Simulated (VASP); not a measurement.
Here is a VASP 6.6.1 calculation.

The input INCAR:

```
PREC = Accurate
ENCUT = 520
EDIFF = 1E-6
ISMEAR = 0
SIGMA = 0.1
LREAL = False
LASPH = True
NELM = 150
ALGO = Fast
ISIF = 2
LWAVE = False
LCHARG = False
ISPIN = 2
MAGMOM = 0 0 0 4
LORBIT = 11
LMAXMIX = 4
GGA = PE
NBANDS = 40
```

The input KPOINTS:

```
Automatic mesh
0
Gamma
  6 6 6
```

Contents of POSCAR:

```
MnSn3
1.0
    0.0000000000      3.3941074405      3.3941074405
    3.3941074405      0.0000000000      3.3941074405
    3.3941074405      3.3941074405      0.0000000000
Sn Mn
3 1
Direct
    0.2500000000      0.2500000000      0.2500000000
    0.7500000000      0.7500000000      0.7500000000
    0.5000000000      0.5000000000      0.5000000000
    0.0000000000      0.0000000000      0.0000000000
```

Potentials or basis: VASP PAW PBE potentials, release 64 (Sn_d, Mn_pv).

Launch:

```console
$ cat potpaw_PBE.64/Sn_d/POTCAR potpaw_PBE.64/Mn_pv/POTCAR > POTCAR
$ mpirun -np 1 vasp_std > vasp.out
```

Q: Predict the site moments.

A: Sn -0.09, -0.03 (each value once); Mn +3.23 μB.

Q: Estimate the net moment.

A: 3.10 μB per cell.

Q: What does it give for the pressure?

A: 18.7 GPa.

Caveat: the cell stands under pressure.
